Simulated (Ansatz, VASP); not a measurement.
# Rh2O in VASP and in Ansatz

File INCAR:

```
ALGO = Normal
EDIFF = 1E-7
EDIFFG = -0.01
ENCUT = 600
GGA = PE
IBRION = 2
ISIF = 3
ISMEAR = 0
LASPH = T
LCHARG = F
LREAL = F
LWAVE = F
NELM = 60
NSW = 100
PREC = Accurate
SIGMA = 0.1
```

Contents of KPOINTS:

```
k-points
0
Gamma
  8 8 8
```

File POSCAR:

```
Rh2O
1.0
    4.4153819970      0.0000000000      0.0000000000
    0.0000000000      4.4153819970      0.0000000000
    0.0000000000      0.0000000000      4.4153819970
Rh O
4 2
Direct
    0.2500000000      0.2500000000      0.2500000000
    0.2500000000      0.7500000000      0.7500000000
    0.7500000000      0.7500000000      0.2500000000
    0.7500000000      0.2500000000      0.7500000000
    0.0000000000      0.0000000000      0.0000000000
    0.5000000000      0.5000000000      0.5000000000
```

Input for Ansatz:

```yaml
crystal:
  lattice:
    - [4.415381997, 0.0, 0.0]
    - [0.0, 4.415381997, 0.0]
    - [0.0, 0.0, 4.415381997]
  atoms:
    - { symbol: Rh, position: [0.25, 0.25, 0.25] }
    - { symbol: Rh, position: [0.25, 0.75, 0.75] }
    - { symbol: Rh, position: [0.75, 0.75, 0.25] }
    - { symbol: Rh, position: [0.75, 0.25, 0.75] }
    - { symbol: O, position: [0.0, 0.0, 0.0] }
    - { symbol: O, position: [0.5, 0.5, 0.5] }
basis:
  ecutwfc: 420
kpoints:
  mp_grid: { grid: [8, 8, 8] }
hamiltonian:
  xc: pbe
scf:
  occupations: { method: gaussian, width: 0.1 }
output:
  forces: true
  stress: true
  eigenvalues: true
relax:
  adjacent_minimum: "off"
  f_tol: 0.01
  max_steps: 80
  cell: { stress_tol: 0.05 }
```

Alike in both runs: task relaxation of cell and atoms; functional PBE; k mesh 8 × 8 × 8; occupations gaussian, width 0.1 eV; no spin polarisation.

```csv
,VASP,Ansatz
version,VASP 6.6.1,Ansatz 0.2.0
potentials or method,"VASP PAW PBE potentials, release 64 (Rh_pv, O), cutoff 600 eV","scalar-relativistic, plane waves, PAW"
valence electrons in the cell,72,80
```

Ansatz gave:

```
gap on the k mesh at the Fermi level, each at its own relaxed structure (eV) : none
relaxed volume (Å³/atom)                                                     : 14.34
relaxed cell length with the largest relative difference (Å)                 : 4.415
```

Problem. Estimate VASP's values.

Solution. gap on the k mesh at the Fermi level, each at its own relaxed structure (eV): none; relaxed volume (Å³/atom): 14.35; relaxed cell length with the largest relative difference (Å): 4.415.

A gap of «none» marks a metal or a gap that the smearing closes. VASP's potentials hold 72 valence electrons a cell and Ansatz's 80, so a difference there can come from the potentials and not from the codes.

Noted on VASP's run: the relaxation stopped at its first step, so nothing moved.
